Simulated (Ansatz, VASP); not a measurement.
**CaF2 in VASP and in Ansatz**

The input INCAR:

```
ALGO = Normal
EDIFF = 1E-6
ENCUT = 600
GGA = CA
GGA_COMPAT = F
ISIF = 2
ISMEAR = 0
LASPH = T
LCHARG = F
LREAL = F
LWAVE = F
NBANDS = 19
NELM = 120
PREC = Accurate
SIGMA = 0.1
```

The input KPOINTS:

```
k-points
0
Gamma
  6 6 6
```

File POSCAR:

```
CaF2
1.0
    0.0000000000      2.7316045000      2.7316045000
    2.7316045000      0.0000000000      2.7316045000
    2.7316045000      2.7316045000      0.0000000000
Ca F
1 2
Direct
    0.0000000000      0.0000000000      0.0000000000
    0.2500000000      0.2500000000      0.2500000000
    0.7500000000      0.7500000000      0.7500000000
```

Input for Ansatz:

```yaml
crystal:
  lattice:
    - [0.0, 2.7316045, 2.7316045]
    - [2.7316045, 0.0, 2.7316045]
    - [2.7316045, 2.7316045, 0.0]
  atoms:
    - { symbol: Ca, position: [0.0, 0.0, 0.0] }
    - { symbol: F, position: [0.25, 0.25, 0.25] }
    - { symbol: F, position: [0.75, 0.75, 0.75] }
basis:
  ecutwfc: 420
kpoints:
  mp_grid: { grid: [6, 6, 6] }
hamiltonian:
  xc: lda
  pseudopotentials: { kind: paw, azcp: { folder: soft_1 } }
scf:
  occupations: { method: gaussian, width: 0.1 }
output:
  forces: true
  stress: true
  eigenvalues: true
```

Alike in both runs: task single point; functional LDA; k mesh 6 × 6 × 6; occupations gaussian, width 0.1 eV; no spin polarisation.

|  | VASP | Ansatz |
| --- | --- | --- |
| version | VASP 6.6.1 | Ansatz 0.2.0 |
| potentials or method | VASP PAW LDA potentials, release 64 (Ca_sv, F), cutoff 600 eV | scalar-relativistic, plane waves, PAW |
| valence electrons in the cell | 24 | 24 |

VASP gave:

- gap on the k mesh at the Fermi level (eV): 6.90
- least direct gap on the mesh (eV): 7.16
- pressure (GPa): -6.2

Task: Estimate Ansatz's values.

Result: gap on the k mesh at the Fermi level (eV): 6.92; least direct gap on the mesh (eV): 7.18; pressure (GPa): -6.5.

Ansatz warns that its potentials were made for another functional, while VASP's fit it. LDA's correlation is that of Perdew and Zunger in VASP and of Perdew and Wang (1992) in Ansatz.
